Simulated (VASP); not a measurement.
Here is a VASP 6.6.1 calculation.

Contents of POSCAR:

```
Re
1.0
    2.7608000000      0.0000000000      0.0000000000
   -1.3804000000      2.3909229348      0.0000000000
    0.0000000000      0.0000000000      4.4582000000
Re
2
Direct
    0.6666666667      0.3333333333      0.7500000000
    0.3333333333      0.6666666667      0.2500000000
```

Contents of INCAR.step1:

```
SYSTEM = Re
PREC     = Accurate       ! precision mode
ENCUT    = 520            ! plane-wave cutoff, eV
ISMEAR   = -1             ! smearing method
SIGMA    = 0.05           ! smearing width, eV
LREAL    = .FALSE.        ! projectors in reciprocal space
LASPH    = .TRUE.         ! aspherical terms in the spheres
NELM     = 60             ! most SCF steps
NBANDS   = 14             ! bands
GGA      = PE             ! functional
ALGO     = Normal         ! electronic algorithm
EDIFF    = 1E-4           ! SCF threshold, eV
LWAVE    = .TRUE.         ! write WAVECAR
LCHARG   = .FALSE.        ! write CHGCAR
```

File INCAR.step2:

```
SYSTEM = Re
PREC     = Accurate       ! precision mode
ENCUT    = 520            ! plane-wave cutoff, eV
EDIFF    = 1E-6           ! SCF threshold, eV
ISMEAR   = -1             ! smearing method
SIGMA    = 0.05           ! smearing width, eV
LREAL    = .FALSE.        ! projectors in reciprocal space
LASPH    = .TRUE.         ! aspherical terms in the spheres
NELM     = 60             ! most SCF steps
ALGO     = Normal         ! electronic algorithm
ISIF     = 2              ! what is computed and relaxed
LWAVE    = .FALSE.        ! write WAVECAR
LCHARG   = .FALSE.        ! write CHGCAR
METAGGA  = R2SCAN         ! meta-GGA
LMIXTAU  = .TRUE.       
IVDW     = 13             ! dispersion correction
VDW_S6   = 1.0          
VDW_S8   = 0.6018749    
VDW_A1   = 0.51559235   
VDW_A2   = 5.77342911   
NBANDS   = 14             ! bands
ISTART   = 1
```

The input KPOINTS:

```
regular mesh
0
G
  11 11 6
  0 0 0
```

Potentials or basis: VASP PAW PBE potentials, release 64 (Re).

Run with:

```bash
$ cat potpaw_PBE.64/Re/POTCAR > POTCAR
$ cp INCAR.step1 INCAR
$ mpirun -np 1 vasp_std > vasp.out
$ cp INCAR.step2 INCAR
$ mpirun -np 1 vasp_std > vasp.out
```

Question: Estimate the pressure.

Answer: -2.3 GPa.

Question: Estimate the band gap on the k mesh.

Answer: Zero (bands 7 and 8 overlap by 3.09 eV).

Question: What does it give for the dispersion energy per atom?

Answer: -0.217 eV.

Stress tensor (GPa, compression positive):
```
-2.62  0.00  0.00
 0.00 -2.62  0.00
 0.00  0.00 -1.73
```

Caveat: the PAW data sets were made with another functional, which shifts forces and pressure a little; spin-orbit coupling is left out, which moves the levels of the heavy elements.
